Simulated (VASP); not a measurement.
Runs of VASP 6.6.1 on Se. The structure is that of space group R-3m (No. 166), or close to it. The cells are those of the table. 

```csv
cell,gap on the mesh (eV),pressure (GPa)
"a = 2.391 Å, angles 107.2°, 1 atom",none,161.7
"a = 2.371 Å, angles 107.2°, 1 atom",none,(b)
"a = 2.411 Å, angles 107.2°, 1 atom",none,146.8
"a = 2.450 Å, angles 107.2°, 1 atom",none,(a)
"a = 2.430 Å, angles 107.2°, 1 atom",none,133.5
```

Alike in all rows: task single point; level PBE; potentials or basis VASP PAW PBE potentials, release 64 (Se); no spin polarisation; k mesh 11 × 11 × 11; cutoff (eV) 500; smearing methfessel-paxton 0.1 eV.

Question: Estimate the missing entries.

Answer: (a) 121.3; (b) 178.2.

Caveats: the stress differs along the axes, from 153 to 166 GPa (at least some runs); the stress differs along the axes, from 168 to 183 GPa (at least some runs); the stress differs along the axes, from 140 to 150 GPa (at least some runs); the stress differs along the axes, from 117 to 123 GPa (at least some runs); the stress differs along the axes, from 128 to 136 GPa (at least some runs).

A k mesh can miss the band edges, and the runs leave out spin-orbit coupling on Se.

A gap of «none» marks levels without a gap at the run's occupations.
